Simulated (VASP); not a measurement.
A run of VASP 6.6.1 is set up as follows.

File INCAR:

```
SYSTEM = Sb
  ALGO = Normal
  EDIFF = 1E-7
  ENCUT = 520
  GGA = PS
  ISIF = 2
  ISMEAR = -1
  LASPH = .TRUE.
  LCHARG = .FALSE.
  LREAL = .FALSE.
  LWAVE = .FALSE.
  NBANDS = 8
  NELM = 100
  PREC = Accurate
  SIGMA = 0.1
```

The input KPOINTS:

```
k-points
0
G
  12 12 12
  0 0 0
```

POSCAR

```
Sb
1.0
    3.1388473607      0.0000000000      0.0000000000
    0.0000000000      3.1388473607      0.0000000000
    0.0000000000      0.0000000000      3.1388473607
Sb
1
Direct
    0.0000000000      0.0000000000      0.0000000000
```

Potentials or basis: VASP PAW PBE potentials, release 64 (Sb).

Command:

```bash
$ cat potpaw_PBE.64/Sb/POTCAR > POTCAR
$ mpirun -np 1 vasp_std > vasp.out
```

Problem. Estimate the pressure.

Solution. -3.7 GPa.

Caveat: the PAW data sets were made with another functional, which shifts forces and pressure a little.
